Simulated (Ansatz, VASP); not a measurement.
**In: VASP beside Ansatz**

```
In
1.0
    -1.64822    1.69734    2.52498
     1.69734   -1.64822    2.52498
     1.60436    1.60436   -2.49270
In
1
Direct
  0.00000 0.00000 0.00000
```

Alike in both runs: task single point; functional PBE; k mesh 11 × 11 × 14; occupations fermi-dirac, width 0.3 eV; no spin polarisation.

|  | VASP | Ansatz |
| --- | --- | --- |
| version | VASP 6.6.1 | Ansatz 0.2.0 |
| potentials or method | VASP PAW PBE potentials, release 64 (In_d), cutoff 520 eV | plane waves (420 eV) with PAW, scalar-relativistic |
| valence electrons in the cell | 13 | 13 |

|  | VASP | Ansatz | Ansatz less VASP |
| --- | --- | --- | --- |
| pressure (GPa) | 0.3 | 0.4 | +0.04 |
| traceless stress, the component that is largest in VASP (GPa) | -0.16 | -0.16 | -0.001 |

The functional is the same, so the differences come from potentials, cutoffs and numerics.
